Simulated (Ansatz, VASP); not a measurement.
## One calculation of GeMo, two programs

```
CELL_PARAMETERS angstrom
0.00000 2.33366 2.33366
2.33366 0.00000 2.33366
2.33366 2.33366 0.00000
ATOMIC_POSITIONS crystal
Mo 0.00000 0.00000 0.00000
Ge 0.50000 0.50000 0.50000
```

Change from the starting cell: volume scaled by 0.76, PAW files.

Alike in both runs: task single point; functional r2SCAN; k mesh 14 × 14 × 14; occupations fermi-dirac, width 0.08 eV; no spin polarisation.

```csv
,VASP,Ansatz
version,VASP 6.6.1,Ansatz 0.2.0
potentials or method,"VASP PAW PBE potentials, release 64 (Mo_sv, Ge_d)","PAW with Ansatz's default frozen-core files, scalar-relativistic"
plane-wave cutoff (eV),520,500
valence electrons in the cell,28,28
```

```csv
,VASP,Ansatz,Ansatz less VASP
pressure (GPa),84.6,83.5,-1.19
```

VASP's potentials were made for PBE, not for r2SCAN. Both programs put the cell under a high pressure, so it lies far from rest at this level.

Noted on VASP's run: the cell as given lies far from equilibrium.
